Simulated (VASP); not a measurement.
Here is a VASP 6.6.1 calculation.

Contents of INCAR:

```
SYSTEM = CuSi16
  PREC = Accurate
  ENCUT = 520
  EDIFF = 1E-7
  ISMEAR = -1
  SIGMA = 0.02
  LREAL = Auto
  LASPH = .TRUE.
  NELM = 150
  ALGO = Normal
  ISIF = 2
  LWAVE = .FALSE.
  LCHARG = .FALSE.
  ISPIN = 2
  MAGMOM = 0 0 0 0 0 0 0 0 0 0 0 0 0 0 0 0 1
  LORBIT = 11
  LMAXMIX = 4
  NBANDS = 56
```

The input KPOINTS:

```
regular mesh
0
G
  2 2 2
  0 0 0
```

The input POSCAR:

```
CuSi16
1.0
    0.0000000000      5.4300000000      5.4300000000
    5.4300000000      0.0000000000      5.4300000000
    5.4300000000      5.4300000000      0.0000000000
Si Cu
16 1
Direct
   -0.0047752946     -0.0042791561      0.0039565408
    0.1150021202      0.1154832650      0.1366130372
    0.0058203314      0.0062634449      0.5064972805
    0.1297176861      0.1301567113      0.6303993996
   -0.0184435099      0.5028796658      0.0031048284
    0.1141485977      0.6226553506      0.1228920839
   -0.0047882946      0.5037031263      0.4959623163
    0.1149879744      0.6363803226      0.6157008799
    0.5023634951     -0.0179242650      0.0030226985
    0.6221629410      0.1146187298      0.1228441997
    0.5032472021     -0.0043357476      0.4959156251
    0.6359394682      0.1154196153      0.6156513881
    0.4876512534      0.4881262891     -0.0116284736
    0.6115374979      0.6120339219      0.1122743896
    0.5023400273      0.5027746279      0.4823245502
    0.6221474164      0.6225951019      0.6148637007
    0.3084787878      0.3088503961      0.8090570551
```

Potentials or basis: VASP PAW LDA potentials, release 64 (Si, Cu).

Command:

```console
$ cat potpaw_LDA.64/Si/POTCAR potpaw_LDA.64/Cu/POTCAR > POTCAR
$ mpirun -np 1 vasp_std > vasp.out
```

**Question.** What does it give for the largest force?

**Answer.** 0.024 eV/Å.

**Question.** Estimate the net moment.

**Answer.** 0.00 μB per cell.

Stress tensor (GPa, compression positive):
```
0.64 0.22 0.22
0.22 0.65 0.22
0.22 0.22 0.65
```

Caveat: the k points lie up to 0.50 Å⁻¹ apart.
